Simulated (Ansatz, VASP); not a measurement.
Ag: VASP beside Ansatz

File INCAR:

```
PREC = Accurate
ENCUT = 520
EDIFF = 1E-7
ISMEAR = 0
SIGMA = 0.1
LREAL = False
LASPH = True
NELM = 80
ALGO = Normal
ISIF = 2
LWAVE = False
LCHARG = False
GGA = PE
NBANDS = 12
```

Contents of KPOINTS:

```
Automatic mesh
0
Gamma
  16 16 16
```

File POSCAR:

```
Ag
1.0
   -1.6625580772      1.6625580772      1.8115669372
    1.6625580772     -1.6625580772      1.8115669372
    1.6625580772      1.6625580772     -1.8115669372
Ag
1
Direct
    0.0000000000      0.0000000000      0.0000000000
```

Input for Ansatz:

```yaml
crystal:
  lattice:
    - [-1.6625580772, 1.6625580772, 1.8115669372]
    - [1.6625580772, -1.6625580772, 1.8115669372]
    - [1.6625580772, 1.6625580772, -1.8115669372]
  atoms:
    - { symbol: Ag, position: [0.0, 0.0, 0.0] }
basis:
  ecutwfc: 420
kpoints:
  mp_grid: { grid: [16, 16, 16] }
hamiltonian:
  xc: pbe
scf:
  occupations: { method: gaussian, width: 0.1 }
output:
  forces: true
  stress: true
  eigenvalues: true
```

Alike in both runs: task single point; functional PBE; k mesh 16 × 16 × 16; occupations gaussian, width 0.1 eV; no spin polarisation.

|  | VASP | Ansatz |
| --- | --- | --- |
| version | VASP 6.6.1 | Ansatz 0.2.0 |
| potentials or method | VASP PAW PBE potentials, release 64 (Ag), cutoff 520 eV | scalar-relativistic, plane waves, PAW |
| valence electrons in the cell | 11 | 19 |

Ansatz gave:

- gap on the k mesh at the Fermi level (eV): none
- pressure (GPa): -6.9
- traceless stress, the component that is largest in VASP (GPa): 0.58

Task: Which values does VASP return?

Result: gap on the k mesh at the Fermi level (eV): none; pressure (GPa): -7.0; traceless stress, the component that is largest in VASP (GPa): 0.57.

A gap of «none» marks a metal or a gap that the smearing closes. VASP's potentials hold 11 valence electrons a cell and Ansatz's 19, so a difference there can come from the potentials and not from the codes.
